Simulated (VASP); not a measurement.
# ScIn3As (P4/nmm) in VASP: single point with PBE

Aim: the single point of ScIn3As with PBE.

Program: VASP 6.6.1. These are calculated values, not measurements. Logs are shortened: lines on timing, memory, paths and dates and some standing lists are left out, and cuts for length are marked.

### 1 The cell of the first run

The structure is tetragonal, space group P4/nmm (No. 129). Conventional cell: a = 3.853 Å, b = 3.853 Å, c = 17.358 Å, α = 90.00°, β = 90.00°, γ = 90.00°. Sc (site symmetry 4mm) has 5 As at 2.72 to 2.73 Å within 3.6 Å. In (site symmetry 4mm) has 13 In at 3.14 to 3.85 Å within 4.1 Å. In (site symmetry 4mm) has 14 In at 3.27 to 3.85 Å within 4.3 Å. In (site symmetry 4mm) has 1 As at 2.81 Å and 5 In at 3.14 to 3.56 Å within 3.7 Å. As (site symmetry 4mm) has 5 Sc at 2.72 to 2.73 Å and 1 In at 2.81 Å within 3.6 Å.

### 2 Single point, PBE

Input file INCAR:

```
SYSTEM = ScIn3As
PREC = Accurate
ENCUT = 520
EDIFF = 1E-6
ISMEAR = 0
SIGMA = 0.2
LREAL = .FALSE.
LASPH = .TRUE.
NELM = 80
ALGO = Fast
ISIF = 2
LWAVE = .FALSE.
LCHARG = .TRUE.
GGA = PE
LELF = .TRUE.
LVHAR = .TRUE.
NBANDS = 66
```

Input file KPOINTS:

```
regular mesh
0
G
  4 4 1
  0 0 0
```

Input file POSCAR:

```
ScIn3As
1.0
    3.8525665988      0.0000000000      0.0000000000
    0.0000000000      3.8525665988      0.0000000000
    0.0000000000      0.0000000000     17.3579834535
Sc In As
2 6 2
Direct
    0.0000000000      0.5000000000      0.9246181868
    0.5000000000      0.0000000000      0.0753818132
    0.5000000000      0.0000000000      0.3327603765
    0.5000000000      0.0000000000      0.5519654649
    0.0000000000      0.5000000000      0.2432219495
    0.5000000000      0.0000000000      0.7567780505
    0.0000000000      0.5000000000      0.6672396235
    0.0000000000      0.5000000000      0.4480345351
    0.5000000000      0.0000000000      0.9184803831
    0.0000000000      0.5000000000      0.0815196169
```

Potentials or basis: VASP PAW PBE potentials, release 64 (Sc_sv, In_d, As).

Command:

```console
cat potpaw_PBE.64/Sc_sv/POTCAR potpaw_PBE.64/In_d/POTCAR potpaw_PBE.64/As/POTCAR > POTCAR
mpirun -np 1 vasp_std > vasp.out
```

OUTCAR:

```text
SYSTEM = ScIn3As
   PREC = Accurate
   ENCUT = 520
   EDIFF = 1E-6
   ISMEAR = 0
   LREAL = .FALSE.
   LASPH = .TRUE.
   NELM = 80
   ISIF = 2
   GGA = PE

 ion  position               nearest neighbor table
   1  0.000  0.500  0.925-  10 2.72   9 2.73   9 2.73   9 2.73   9 2.73
   2  0.500  0.000  0.075-   9 2.72  10 2.73  10 2.73  10 2.73  10 2.73
   3  0.500  0.000  0.333-   5 3.14   5 3.14   5 3.14   5 3.14   8 3.38   8 3.38   8 3.38   8 3.38
                             4 3.80
   4  0.500  0.000  0.552-   8 3.27   8 3.27   8 3.27   8 3.27   7 3.38   7 3.38   7 3.38   7 3.38
                             6 3.56   3 3.80
   5  0.000  0.500  0.243-  10 2.81   3 3.14   3 3.14   3 3.14   3 3.14   8 3.56
   6  0.500  0.000  0.757-   9 2.81   7 3.14   7 3.14   7 3.14   7 3.14   4 3.56
   7  0.000  0.500  0.667-   6 3.14   6 3.14   6 3.14   6 3.14   4 3.38   4 3.38   4 3.38   4 3.38
                             8 3.80
   8  0.000  0.500  0.448-   4 3.27   4 3.27   4 3.27   4 3.27   3 3.38   3 3.38   3 3.38   3 3.38
                             5 3.56   7 3.80
   9  0.500  0.000  0.918-   2 2.72   1 2.73   1 2.73   1 2.73   1 2.73   6 2.81
  10  0.000  0.500  0.082-   1 2.72   2 2.73   2 2.73   2 2.73   2 2.73   5 2.81

  LATTYP: Found a simple tetragonal cell.
 ALAT       =     3.8525665988
 C/A-ratio  =     4.5055635012

  Lattice vectors:

 A1 = (   3.8525665988,   0.0000000000,   0.0000000000)
 A2 = (   0.0000000000,   3.8525665988,   0.0000000000)
 A3 = (   0.0000000000,   0.0000000000,  17.3579834535)

Analysis of symmetry for initial positions (statically):
=====================================================================
 Subroutine PRICEL returns:
 Original cell was already a primitive cell.

 Routine SETGRP: Setting up the symmetry group for a
 simple tetragonal supercell.

 Subroutine GETGRP returns: Found 16 space group operations
 (whereof  8 operations were pure point group operations)
 out of a pool of 16 trial point group operations.

The static configuration has the point symmetry D_2d.
 The point group associated with its full space group is D_4h.

Analysis of symmetry for dynamics (positions and initial velocities):
=====================================================================
 Subroutine PRICEL returns:
 Original cell was already a primitive cell.

 Routine SETGRP: Setting up the symmetry group for a
 simple tetragonal supercell.

 Subroutine GETGRP returns: Found 16 space group operations
 (whereof  8 operations were pure point group operations)
 out of a pool of 16 trial point group operations.

The dynamic configuration has the point symmetry D_2d.
 The point group associated with its full space group is D_4h.

 Subroutine INISYM returns: Found 16 space group operations
 (whereof  8 operations are pure point group operations),
 and found     1 'primitive' translations

----------------------------------------------------------------------------------------

                                     Primitive cell

  volume of cell :     257.6319

  direct lattice vectors                    reciprocal lattice vectors
     3.852566599  0.000000000  0.000000000     0.259567220  0.000000000  0.000000000
     0.000000000  3.852566599  0.000000000     0.000000000  0.259567220  0.000000000
     0.000000000  0.000000000 17.357983454     0.000000000  0.000000000  0.057610379

  length of vectors
     3.852566599  3.852566599 17.357983454     0.259567220  0.259567220  0.057610379

  position of ions in fractional coordinates (direct lattice)
     0.000000000  0.500000000  0.924618187
     0.500000000  0.000000000  0.075381813
     0.500000000  0.000000000  0.332760376
     0.500000000  0.000000000  0.551965465
     0.000000000  0.500000000  0.243221949
     0.500000000  0.000000000  0.756778051
     0.000000000  0.500000000  0.667239624
     0.000000000  0.500000000  0.448034535
     0.500000000  0.000000000  0.918480383
     0.000000000  0.500000000  0.081519617

  ion indices of the primitive-cell ions
   primitive index   ion index
                 1           1
                 2           2
                 3           3
                 4           4
                 5           5
                 6           6
                 7           7
                 8           8
                 9           9
                10          10

----------------------------------------------------------------------------------------

 KPOINTS: regular mesh

Automatic generation of k-mesh.
 Grid dimensions read from file:
 generate k-points for:    4    4    1

 Generating k-lattice:

  Cartesian coordinates                     Fractional coordinates (reciprocal lattice)
     0.064891805  0.000000000  0.000000000     0.250000000  0.000000000  0.000000000
     0.000000000  0.064891805  0.000000000     0.000000000  0.250000000  0.000000000
     0.000000000  0.000000000  0.057610379     0.000000000  0.000000000  1.000000000

  Length of vectors
     0.064891805  0.064891805  0.057610379

  Shift w.r.t. Gamma in fractional coordinates (k-lattice)
     0.000000000  0.000000000  0.000000000

 Subroutine IBZKPT returns following result:
 ===========================================

 Found      6 irreducible k-points:

 Following reciprocal coordinates:
            Coordinates               Weight
  0.000000  0.000000  0.000000      1.000000
  0.250000  0.000000  0.000000      4.000000
  0.500000  0.000000  0.000000      2.000000
  0.250000  0.250000  0.000000      4.000000
  0.500000  0.250000  0.000000      4.000000
  0.500000  0.500000  0.000000      1.000000
   k-points           NKPTS =      6   k-points in BZ     NKDIM =      6   number of bands    NBANDS=     66
   number of dos      NEDOS =    301   number of ions     NIONS =     10
   total plane-waves  NPLWV = 126000
   dimension x,y,z NGX =    30 NGY =   30 NGZ =  140
   dimension x,y,z NGXF=    60 NGYF=   60 NGZF=  280
   ions per type =               2   6   2
   NGX,Y,Z   is equivalent  to a cutoff of  12.95, 12.95, 13.41 a.u.
   NGXF,Y,Z  is equivalent  to a cutoff of  25.89, 25.89, 26.82 a.u.
 SYSTEM =  ScIn3As
   PREC   = accura    normal or accurate (medium, high low for compatibility)
   ISTART =      0    job   : 0-new  1-cont  2-samecut
   ICHARG =      2    charge: 1-file 2-atom 10-const
   ISPIN  =      1    spin polarized calculation?
   LNONCOLLINEAR =      F non collinear calculations
   LSORBIT =      F    spin-orbit coupling
   LASPH  =      T    aspherical Exc in radial PAW
   ENCUT  =  520.0 eV  38.22 Ry    6.18 a.u.   7.16  7.16 32.27*2*pi/ulx,y,z
   NELM   =     80;   NELMIN=  2; NELMDL= -5     # of ELM steps
   EDIFF  = 0.1E-05   stopping-criterion for ELM
   LREAL  =      F    real-space projection
   EDIFFG = 0.1E-04   stopping-criterion for IOM
   NSW    =      0    number of steps for IOM
   IBRION =     -1    ionic relax: 0-MD 1-quasi-New 2-CG
   NFREE  =      0    steps in history (QN), initial steepest desc. (CG)
   ISIF   =      2    stress and relaxation
   ISYM   =      2    0-nonsym 1-usesym 2-fastsym
   POTIM  = 0.5000    time-step for ionic-motion
   TEBEG  =    0.0;   TEEND  =   0.0 temperature during run
   PSTRESS=    0.0 pullay stress
   NELECT =     110.0000    total number of electrons
   NUPDOWN=      -1.0000    fix difference up-down
   EMIN   =  10.00;   EMAX   =-10.00  energy-range for DOS
   EFERMI =   0.00;   METHOD = LEGACY
   ISMEAR =     0;   SIGMA  =   0.20  broadening in eV -4-tet -1-fermi 0-gaus
   EFERMI_NEDOS =   21; number of points for ismear=-14 and -15
   IALGO  =     68    algorithm
   IMIX   =      4    mixing-type and parameters
     AMIX     =   0.40;   BMIX     =  1.00
     AMIX_MAG =   1.60;   BMIX_MAG =  1.00
  volume/ion in A,a.u.               =      25.76       173.86
  Fermi-wavevector in a.u.,A,eV,Ry     =   1.232743  2.329546 20.676164  1.519655
  Thomas-Fermi vector in A             =   2.367501
   LORBIT       =      0    0 simple, 1 ext, 2 COOP (PROOUT), +10 PAW based schemes
   GGA     = PE    functional components
   LHFCALC =     F    Hartree Fock is set to
   AEXX    =    0.0000 exact exchange contribution
   IVDW    =     0    specifies the selected vdW correction
   LEPSILON=     F    determine dielectric tensor
   LRPA    =     F    only Hartree local field effects (RPA)
 non-spin polarized calculation
 RMM-DIIS sequential band-by-band and
 Gauss-broadening in eV      SIGMA  =   0.20
  energy-cutoff  :      520.00
  volume of cell :      257.63
 maximum number of plane-waves:      7004
 NGX is ok and might be reduce to    30
   NGX = 15   NGY = 15   NGZ = 65

 number of electron     109.9999943 magnetization

 Free energy of the ion-electron system (eV)
  ---------------------------------------------------
  ext. energy  EPLUGINS =         0.00000000
  ---------------------------------------------------
  free energy    TOTEN  =       -41.51247568 eV

  energy without entropy =      -41.41048939  energy(sigma->0) =      -41.46148254

 E-fermi :   6.0393     XC(G=0):  -9.9051

 val. band max:        5.6662810410   @ k =   0.2500   0.2500   0.0000
 cond. band min:       6.0467494073   @ k =   0.2500   0.2500   0.0000
 fundamental gap:      0.3804683663
 Fermi energy:         6.0392777267

 k-point     1 :       0.0000    0.0000    0.0000
  band No.  band energies     occupation
      1     -44.0467      2.00000
      2     -44.0400      2.00000
      3     -22.7741      2.00000
      4     -22.7290      2.00000
      5     -22.6386      2.00000
      6     -22.6386      2.00000
[... 58 lines left out ...]
     65       8.6419      0.00000
     66       9.1587      0.00000

 k-point     2 :       0.2500    0.0000    0.0000
  band No.  band energies     occupation
      1     -44.0444      2.00000
      2     -44.0397      2.00000
      3     -22.7679      2.00000
      4     -22.7376      2.00000
      5     -22.6571      2.00000
      6     -22.6443      2.00000
[... 334 lines left out ...]
     65       7.6021      0.00000
     66       8.0664      0.00000

------------------------ aborting loop because EDIFF is reached ----------------------------------------

  FORCE on cell =-STRESS in cart. coord.  units (eV):
  Direction    XX          YY          ZZ          XY          YZ          ZX
  --------------------------------------------------------------------------------------
  -------------------------------------------------------------------------------------
  Total        0.2539163      0.2539163     -0.6056903      0.0000000      0.0000000     -0.0000000
  in kB        1.5790706      1.5790706     -3.7667054      0.0000000      0.0000000     -0.0000000
  external PRESSURE =      -0.2028547 kB  Pullay stress =       0.0000000 kB

 VOLUME and BASIS-vectors are now :
 -----------------------------------------------------------------------------
  energy-cutoff  :      520.00
  volume of cell :      257.63
      direct lattice vectors                 reciprocal lattice vectors
     3.852566599  0.000000000  0.000000000     0.259567220  0.000000000  0.000000000
     0.000000000  3.852566599  0.000000000     0.000000000  0.259567220  0.000000000
     0.000000000  0.000000000 17.357983454     0.000000000  0.000000000  0.057610379

 POSITION                                       TOTAL-FORCE (eV/Angst)
 -----------------------------------------------------------------------------------
      0.00000      1.92628     16.04951         0.000000      0.000000     -0.061324
      1.92628      0.00000      1.30848         0.000000     -0.000000      0.061324
      1.92628      0.00000      5.77605         0.000000     -0.000000     -0.054918
      1.92628      0.00000      9.58101         0.000000     -0.000000      0.025487
      0.00000      1.92628      4.22184         0.000000     -0.000000     -0.020989
      1.92628      0.00000     13.13614        -0.000000     -0.000000      0.020989
      0.00000      1.92628     11.58193         0.000000     -0.000000      0.054918
      0.00000      1.92628      7.77698        -0.000000      0.000000     -0.025487
      1.92628      0.00000     15.94297        -0.000000     -0.000000     -0.053575
      0.00000      1.92628      1.41502        -0.000000     -0.000000      0.053575
 -----------------------------------------------------------------------------------
    total drift:                               -0.000000      0.000000      0.000000

  FREE ENERGIE OF THE ION-ELECTRON SYSTEM (eV)
  ---------------------------------------------------
  free  energy   TOTEN  =       -41.5124756838 eV

  energy  without entropy=      -41.4104893903  energy(sigma->0) =      -41.46148254
```

Run time: 5.4 min. Hardware: 1 thread of Oxide Virtual Turin-like, shared host; peak memory 0.36 GiB.

What came out:

* Free energy: -41.5125 eV
* Pressure: 0.0 GPa
* Largest force: 0.061 eV/Å
* Band gap on the k mesh: zero (bands 55 and 56 overlap by 2.24 eV)

Forces on the atoms (eV/Å):
```
Sc   0.000  0.000 -0.061
Sc   0.000  0.000  0.061
In   0.000  0.000 -0.055
In   0.000  0.000  0.025
In   0.000  0.000 -0.021
In   0.000  0.000  0.021
In   0.000  0.000  0.055
In   0.000  0.000 -0.025
As   0.000  0.000 -0.054
As   0.000  0.000  0.054
```

Caveat: the k points lie up to 0.41 Å⁻¹ apart, too coarse for converged energies and pressures of a metal; spin-orbit coupling is left out, which moves the levels of the heavy elements.

The gap in the log of VASP goes by the Fermi energy; the results here count the filled bands.